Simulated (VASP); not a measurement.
Here is a VASP 6.6.1 calculation.

The input INCAR:

```
SYSTEM = TiO2
PREC = Accurate
ENCUT = 520
EDIFF = 1E-7
ISMEAR = 0
SIGMA = 0.02
LREAL = .FALSE.
LASPH = .TRUE.
NELM = 80
ALGO = Normal
ISIF = 2
LWAVE = .FALSE.
LCHARG = .FALSE.
GGA = PE
NBANDS = 33
```

Contents of KPOINTS:

```
regular mesh
0
G
  6 6 10
  0 0 0
```

Contents of POSCAR:

```
TiO2
1.0
    4.6433175447      0.0000000000      0.0000000000
    0.0000000000      4.6433175447      0.0000000000
    0.0000000000      0.0000000000      2.9638680014
Ti O
2 4
Direct
    0.5000000000      0.5000000000      0.0000000000
    0.0000000000      0.0000000000      0.5000000000
    0.6948714494      0.6948714494      0.5000000000
    0.8051285506      0.1948714494      0.0000000000
    0.1948714494      0.8051285506      0.0000000000
    0.3051285506      0.3051285506      0.5000000000
```

Potentials or basis: VASP PAW PBE potentials, release 64 (Ti_sv, O).

Launch:

```console
$ cat potpaw_PBE.64/Ti_sv/POTCAR potpaw_PBE.64/O/POTCAR > POTCAR
$ mpirun -np 1 vasp_std > vasp.out
```

(1) What does it give for the band gap on the k mesh?

(2) Predict the pressure.

(3) Predict the largest force.

Results:

(1) 1.84 eV, direct.

(2) 0.7 GPa.

(3) 0.029 eV/Å.
